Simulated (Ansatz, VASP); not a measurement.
# Two plane-wave programs on MgCd2Se3

Contents of INCAR:

```
SYSTEM = MgCd2Se3
  PREC = Accurate
  ENCUT = 600
  EDIFF = 1E-6
  ISMEAR = 0
  SIGMA = 0.02
  LREAL = .FALSE.
  LASPH = .TRUE.
  NELM = 60
  ALGO = Normal
  ISIF = 3
  LWAVE = .FALSE.
  LCHARG = .FALSE.
  GGA = PE
  IBRION = 2
  NSW = 100
  EDIFFG = -0.01
```

The input KPOINTS:

```
regular mesh
0
G
  6 6 2
  0 0 0
```

File POSCAR:

```
MgCd2Se3
1.0
    4.3417240438      0.0000000000      0.0000000000
   -2.1708620219      3.7600433182      0.0000000000
    0.0000000000      0.0000000000     21.1709357837
Mg Cd Se
2 4 6
Direct
    0.6666666667      0.3333333333      0.1691132403
    0.3333333333      0.6666666667      0.3285500083
    0.6666666667      0.3333333333      0.4951490573
    0.6666666667      0.3333333333      0.8353776334
    0.3333333333      0.6666666667      0.6652411244
    0.3333333333      0.6666666667      0.0057255608
    0.6666666667      0.3333333333      0.2919410359
    0.6666666667      0.3333333333      0.6219160206
    0.6666666667      0.3333333333      0.9622933091
    0.3333333333      0.6666666667      0.1327677301
    0.3333333333      0.6666666667      0.4515908683
    0.3333333333      0.6666666667      0.7920544314
```

Input for Ansatz:

```yaml
crystal:
  lattice:
    - [4.3417240438, 0.0, 0.0]
    - [-2.1708620219, 3.7600433182, 0.0]
    - [0.0, 0.0, 21.1709357837]
  atoms:
    - { symbol: Mg, position: [0.6666666667, 0.3333333333, 0.1691132403] }
    - { symbol: Mg, position: [0.3333333333, 0.6666666667, 0.3285500083] }
    - { symbol: Cd, position: [0.6666666667, 0.3333333333, 0.4951490573] }
    - { symbol: Cd, position: [0.6666666667, 0.3333333333, 0.8353776334] }
    - { symbol: Cd, position: [0.3333333333, 0.6666666667, 0.6652411244] }
    - { symbol: Cd, position: [0.3333333333, 0.6666666667, 0.0057255608] }
    - { symbol: Se, position: [0.6666666667, 0.3333333333, 0.2919410359] }
    - { symbol: Se, position: [0.6666666667, 0.3333333333, 0.6219160206] }
    - { symbol: Se, position: [0.6666666667, 0.3333333333, 0.9622933091] }
    - { symbol: Se, position: [0.3333333333, 0.6666666667, 0.1327677301] }
    - { symbol: Se, position: [0.3333333333, 0.6666666667, 0.4515908683] }
    - { symbol: Se, position: [0.3333333333, 0.6666666667, 0.7920544314] }
basis:
  ecutwfc: 420
kpoints:
  mp_grid: { grid: [6, 6, 2] }
hamiltonian:
  xc: pbe
scf:
  occupations: { method: gaussian, width: 0.02 }
output:
  forces: true
  stress: true
  eigenvalues: true
relax:
  adjacent_minimum: "off"
  f_tol: 0.01
  max_steps: 80
  cell: { stress_tol: 0.05 }
```

Alike in both runs: task relaxation of cell and atoms; functional PBE; k mesh 6 × 6 × 2; occupations gaussian, width 0.02 eV; no spin polarisation.

```csv
,VASP,Ansatz
version,VASP 6.6.1,Ansatz 0.2.0
potentials or method,"VASP PAW PBE potentials, release 64 (Mg, Cd, Se), cutoff 600 eV","scalar-relativistic, plane waves, PAW"
valence electrons in the cell,88,196
```

|  | VASP | Ansatz | Ansatz less VASP |
| --- | --- | --- | --- |
| gap on the k mesh at the Fermi level, each at its own relaxed structure (eV) | 0.90 | 0.91 | +0.011 |
| relaxed volume (Å³/atom) | 28.90 | 28.81 | -0.089 |
| relaxed length of the cell vector where the two differ most in proportion (Å) | 21.187 | 21.162 | -0.0248 |

VASP's potentials hold 88 valence electrons a cell and Ansatz's 196, so a difference there can come from the potentials and not from the codes.
